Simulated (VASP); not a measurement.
A run of VASP 6.6.1:

POSCAR

```
ScPt
1.0
    3.3514905500      0.0000000000      0.0000000000
    0.0000000000      3.3514905500      0.0000000000
    0.0000000000      0.0000000000      3.3514905500
Sc Pt
1 1
Direct
    0.5000000000      0.5000000000      0.5000000000
    0.0000000000      0.0000000000      0.0000000000
```

INCAR.step1

```
SYSTEM = ScPt
PREC = Accurate ; ENCUT = 520
ISMEAR = -1 ; SIGMA = 0.1
LREAL = .False. ; LASPH = .True.
NELM = 100 ; NBANDS = 18
GGA = PE ; ALGO = Normal
EDIFF = 1E-4 ; LWAVE = .True.
LCHARG = .False.
```

Contents of INCAR.step2:

```
SYSTEM = ScPt
PREC = Accurate ; ENCUT = 520
EDIFF = 1E-6 ; ISMEAR = -1
SIGMA = 0.1 ; LREAL = .False.
LASPH = .True. ; NELM = 100
ALGO = Normal ; ISIF = 2
LWAVE = .False. ; LCHARG = .False.
METAGGA = R2SCAN ; LMIXTAU = .True.
NBANDS = 18 ; ISTART = 1
```

File KPOINTS:

```
Automatic mesh
0
Gamma
  10 10 10
  0 0 0
```

Potentials or basis: VASP PAW PBE potentials, release 64 (Sc_sv, Pt).

The run is started by

```sh
$ cat potpaw_PBE.64/Sc_sv/POTCAR potpaw_PBE.64/Pt/POTCAR > POTCAR
$ cp INCAR.step1 INCAR
$ mpirun -np 1 vasp_std > vasp.out
$ cp INCAR.step2 INCAR
$ mpirun -np 1 vasp_std > vasp.out
```

Hardware: 1 thread of Intel(R) Xeon(R) 6975P-C (Granite Rapids), on a shared host.

Problem. How long does it take, and how much memory?

Solution. It took 88 s on 1 thread of Intel(R) Xeon(R) 6975P-C (Granite Rapids), with other jobs on the host, peak memory 0.19 GiB. Counts: k points 56.
